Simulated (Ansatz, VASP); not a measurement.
## Ta3F2 in VASP and in Ansatz

```
Ta F
1.0
     3.24072    0.00000    0.00000
     0.00000   -6.48144    0.00000
    -1.62036    1.62036   -9.62843
Ta F
6 4
Direct
  0.58708 0.79354 0.17415
  0.58708 0.29354 0.17415
  0.41292 0.70646 0.82585
  0.41292 0.20646 0.82585
  0.00000 0.50000 0.00000
  0.00000 0.00000 0.00000
  0.68421 0.84211 0.36843
  0.68421 0.34211 0.36843
  0.31579 0.65789 0.63157
  0.31579 0.15789 0.63157
```

Alike in both runs: task single point; functional PBE; k mesh 6 × 4 × 6; occupations gaussian, width 0.2 eV; no spin polarisation.

|  | VASP | Ansatz |
| --- | --- | --- |
| version | VASP 6.6.1 | Ansatz 0.2.0 |
| potentials or method | VASP PAW PBE potentials, release 64 (Ta_pv, F), cutoff 600 eV | scalar-relativistic, plane waves, PAW |
| valence electrons in the cell | 94 | 106 |

Ansatz gave:

| Property | Result |
| --- | --- |
| gap on the k mesh at the Fermi level (eV) | none |
| pressure (GPa) | 0.2 |
| traceless stress, the component that is largest in VASP (GPa) | 0.32 |
| rms of the force components (eV/Å) | 0.035 |

Q: What did VASP give for the same quantities?

A: gap on the k mesh at the Fermi level (eV): none; pressure (GPa): 0.5; traceless stress, the component that is largest in VASP (GPa): 1.14; rms of the force components (eV/Å): 0.088.

Atom by atom the forces differ by 0.110 eV/Å (rms over components). A gap of «none» marks a metal or a gap that the smearing closes. VASP's potentials hold 94 valence electrons a cell and Ansatz's 106, so a difference there can come from the potentials and not from the codes.

Neither program's run includes spin-orbit coupling.
